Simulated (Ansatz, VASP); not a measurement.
**ZnCu2SnSe4: VASP beside Ansatz**

```xyz
8
Lattice="0.0000 5.6620 0.0000 5.6620 0.0000 0.0000 2.8310 2.8310 -5.5456" Properties=species:S:1:pos:R:3 pbc="T T T"
Sn    2.8310    2.8310    0.0000
Se    4.2980    4.2980   -4.0128
Se    1.4670    4.1950   -1.5328
Se    7.0260    7.0260   -4.0128
Se    4.1950    1.4670   -1.5328
Cu    2.8310    5.6620   -2.7728
Cu    5.6620    2.8310   -2.7728
Zn    0.0000    0.0000    0.0000
```

Alike in both runs: task single point; functional PBE; k mesh 4 × 4 × 4; no spin polarisation.

|  | VASP | Ansatz |
| --- | --- | --- |
| version | VASP 6.6.1 | Ansatz 0.2.0 |
| potentials or method | VASP PAW PBE potentials, release 64 (Sn_d, Se, Cu, Zn), cutoff 520 eV | PAW plane waves |
| occupations | methfessel-paxton of order 1, width 0.2432 eV | cold, width 0.2432 eV |
| valence electrons in the cell | 72 | 128 |

|  | VASP | Ansatz | Ansatz less VASP |
| --- | --- | --- | --- |
| gap on the k mesh at the Fermi level (eV) | none | none | - |
| pressure (GPa) | 6.9 | 6.6 | -0.28 |
| traceless stress, the component that is largest in VASP (GPa) | 0.29 | 0.32 | +0.025 |
| rms of the force components (eV/Å) | 0.612 | 0.617 | +0.0045 |

Atom by atom the forces differ by 0.011 eV/Å (rms over components). A gap of «none» marks a metal or a gap that the smearing closes. VASP's potentials hold 72 valence electrons a cell and Ansatz's 128, so a difference there can come from the potentials and not from the codes.
